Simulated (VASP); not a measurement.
The system is PbS.

```
Pb S
1.0
     2.05694   -3.56583    0.00000
     2.05694    3.56583    0.00000
     0.00000    0.00000    7.55994
Pb S
2 2
Direct
  0.00103 0.99897 0.48673
  0.99897 0.00103 0.98673
  0.66715 0.33285 0.69247
  0.33285 0.66715 0.19247
```

* Program: VASP 6.6.1
* Task: relaxation of cell and atoms
* Functional: PBE
* Dispersion: D3(BJ)
* Potentials or basis: VASP PAW PBE potentials, release 64 (Pb_d, S)
* Cutoff: 600 eV
* k mesh: 6 × 6 × 4
* Occupations: fermi-dirac, width 0.02 eV
* Spin: no spin polarisation

At the start: pressure -1.0 GPa; volume 27.72 Å³/atom.

Q: Where does the relaxation end?

A: Over 12 steps the energy falls by 6.2 meV/atom and the volume is 26.54 Å³/atom (-4.3 %); space group P6_3mc (No. 186, to 0.05 Å).

Step by step:
| step | energy change (eV) | largest force (eV/Å) | pressure (GPa) | volume (Å³) |
| --- | --- | --- | --- | --- |
| 1 | 0.0000 | 0.0624 | -0.99 | 110.90 |
| 2 | -0.0078 | 0.1412 | 0.24 | 108.18 |
| 3 | -0.0079 | 0.1321 | 0.09 | 108.49 |
| 4 | -0.0111 | 0.1123 | 0.09 | 108.21 |
| 5 | -0.0175 | 0.0626 | 0.11 | 107.37 |
| 6 | -0.0194 | 0.0179 | 0.31 | 105.72 |
| 7 | -0.0227 | 0.0155 | -0.06 | 106.29 |
| 8 | -0.0234 | 0.0194 | -0.34 | 106.76 |
| 9 | -0.0245 | 0.0033 | 0.16 | 105.88 |
| 10 | -0.0248 | 0.0035 | 0.01 | 106.15 |
| 11 | -0.0248 | 0.0038 | 0.00 | 106.16 |
| 12 | -0.0248 | 0.0045 | 0.00 | 106.17 |

Final structure:
```
Pb S
1.0
     2.04116   -3.53956    0.00000
     2.04116    3.53956    0.00000
     0.00000    0.00000    7.34767
Pb S
2 2
Cartesian
  2.0412 3.5376 3.4835
  2.0412 -3.5376 7.1573
  2.0412 -1.1823 5.1809
  2.0412 1.1823 1.5071
```
